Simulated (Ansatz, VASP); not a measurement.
**One calculation of Sn, two programs**

Contents of INCAR:

```
SYSTEM = Sn
  ALGO = Fast
  EDIFF = 1E-7
  ENCUT = 520
  GGA = PS
  ISIF = 2
  ISMEAR = 0
  LASPH = .TRUE.
  LCHARG = .FALSE.
  LREAL = .FALSE.
  LWAVE = .FALSE.
  NBANDS = 21
  NELM = 100
  PREC = Accurate
  SIGMA = 0.15
```

Contents of KPOINTS:

```
k-points
0
G
  16 16 16
  0 0 0
```

POSCAR

```
Sn
1.0
    0.0000000000      3.5324416222      3.1399481086
    3.5324416222      0.0000000000      3.1399481086
    3.5324416222      3.5324416222      0.0000000000
Sn
2
Direct
    0.5000000000      0.5000000000      0.5000000000
    0.7500000000      0.7500000000      0.7500000000
```

Input for Ansatz:

```yaml
crystal:
  lattice:
    - [0.0, 3.5324416222, 3.1399481086]
    - [3.5324416222, 0.0, 3.1399481086]
    - [3.5324416222, 3.5324416222, 0.0]
  atoms:
    - { symbol: Sn, position: [0.5, 0.5, 0.5] }
    - { symbol: Sn, position: [0.75, 0.75, 0.75] }
basis:
  ecutwfc: 420
kpoints:
  mp_grid: { grid: [16, 16, 16] }
hamiltonian:
  xc: pbesol
scf:
  occupations: { method: gaussian, width: 0.15 }
output:
  forces: true
  stress: true
  eigenvalues: true
```

Change from the starting cell: strain +0.080 along x and y, -0.040 along z, atoms carried along.

Alike in both runs: task single point; functional PBEsol; k mesh 16 × 16 × 16; occupations gaussian, width 0.15 eV; no spin polarisation.

|  | VASP | Ansatz |
| --- | --- | --- |
| version | VASP 6.6.1 | Ansatz 0.2.0 |
| potentials or method | VASP PAW PBE potentials, release 64 (Sn_d), cutoff 520 eV | scalar-relativistic, plane waves, PAW |
| valence electrons in the cell | 28 | 28 |

|  | VASP | Ansatz | Ansatz less VASP |
| --- | --- | --- | --- |
| gap on the k mesh at the Fermi level (eV) | none | none | - |
| pressure (GPa) | -3.7 | -3.6 | +0.05 |
| traceless stress, the component that is largest in VASP (GPa) | 1.83 | 1.83 | 0.000 |

VASP's potentials were made for PBE, not for PBEsol. A gap of «none» marks a metal or a gap that the smearing closes. With one functional, cell and mesh, what is left measures potentials, basis and numerics.
